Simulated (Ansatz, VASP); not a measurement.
**One calculation of Cu, two programs**

Contents of INCAR:

```
SYSTEM = Cu
PREC = Accurate
ENCUT = 520
EDIFF = 1E-7
ISMEAR = 0
SIGMA = 0.15
LREAL = .FALSE.
LASPH = .TRUE.
NELM = 80
ALGO = Fast
ISIF = 2
LWAVE = .FALSE.
LCHARG = .FALSE.
GGA = PS
NBANDS = 18
```

KPOINTS

```
Automatic mesh
0
G
  24 24 12
  0 0 0
```

File POSCAR:

```
Cu
1.0
    2.5974490865      0.0000000000      0.0000000000
   -1.2987245433      2.2494568940      0.0000000000
    0.0000000000      0.0000000000      4.0097567250
Cu
2
Direct
    0.3333333333      0.6666666667      0.2500000000
    0.6666666667      0.3333333333      0.7500000000
```

Input for Ansatz:

```yaml
crystal:
  lattice:
    - [2.5974490865, 0.0, 0.0]
    - [-1.2987245433, 2.249456894, 0.0]
    - [0.0, 0.0, 4.009756725]
  atoms:
    - { symbol: Cu, position: [0.3333333333, 0.6666666667, 0.25] }
    - { symbol: Cu, position: [0.6666666667, 0.3333333333, 0.75] }
basis:
  ecutwfc: 420
kpoints:
  mp_grid: { grid: [24, 24, 12] }
hamiltonian:
  xc: pbesol
scf:
  occupations: { method: gaussian, width: 0.15 }
output:
  forces: true
  stress: true
  eigenvalues: true
```

Change from the starting cell: strain +0.025 along x and y, -0.025 along z, atoms carried along.

Alike in both runs: task single point; functional PBEsol; k mesh 24 × 24 × 12; occupations gaussian, width 0.15 eV; no spin polarisation.

|  | VASP | Ansatz |
| --- | --- | --- |
| version | VASP 6.6.1 | Ansatz 0.2.0 |
| potentials or method | VASP PAW PBE potentials, release 64 (Cu), cutoff 520 eV | scalar-relativistic, plane waves, PAW |
| valence electrons in the cell | 22 | 38 |

|  | VASP | Ansatz | Ansatz less VASP |
| --- | --- | --- | --- |
| gap on the k mesh at the Fermi level (eV) | none | none | - |
| pressure (GPa) | -4.0 | -4.6 | -0.66 |
| traceless stress, the component that is largest in VASP (GPa) | 6.64 | 6.68 | +0.036 |

VASP's potentials were made for PBE, not for PBEsol. A gap of «none» marks a metal or a gap that the smearing closes. With one functional, cell and mesh, what is left measures potentials, basis and numerics. VASP's potentials hold 22 valence electrons a cell and Ansatz's 38, so a difference there can come from the potentials and not from the codes.
